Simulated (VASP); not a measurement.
Here is a VASP 6.6.1 calculation.

Contents of INCAR:

```
SYSTEM = Zn
PREC     = Accurate       ! precision mode
ENCUT    = 520            ! plane-wave cutoff, eV
EDIFF    = 1E-6           ! SCF threshold, eV
ISMEAR   = -1             ! smearing method
SIGMA    = 0.1            ! smearing width, eV
LREAL    = .FALSE.        ! projectors in reciprocal space
LASPH    = .TRUE.         ! aspherical terms in the spheres
NELM     = 80             ! most SCF steps
ALGO     = Normal         ! electronic algorithm
ISIF     = 2              ! what is computed and relaxed
LWAVE    = .FALSE.        ! write WAVECAR
LCHARG   = .FALSE.        ! write CHGCAR
GGA      = PE             ! functional
NBANDS   = 25             ! bands
```

File KPOINTS:

```
regular mesh
0
G
  11 11 15
  0 0 0
```

The input POSCAR:

```
Zn
1.0
    4.5428896169      0.0000000000      0.0000000000
   -2.2714448084      3.9342578148      0.0000000000
    0.0000000000      0.0000000000      2.7218247670
Zn
3
Direct
    0.0000000000      1.0000000000      0.0000000000
    0.3333333333      0.6666666667      0.5000000000
    0.6666666667      0.3333333333      0.5000000000
```

Potentials or basis: VASP PAW PBE potentials, release 64 (Zn).

Command:

```console
$ cat potpaw_PBE.64/Zn/POTCAR > POTCAR
$ mpirun -np 1 vasp_std > vasp.out
```

Predict the band gap on the k mesh.

zero (band 18 reaches 6.73 eV, above the bottom of band 19 at 1.54 eV).

Predict the pressure.

-2.1 GPa.

Stress tensor (GPa, compression positive):
```
-2.07  0.00  0.00
 0.00 -2.07  0.00
 0.00  0.00 -2.26
```
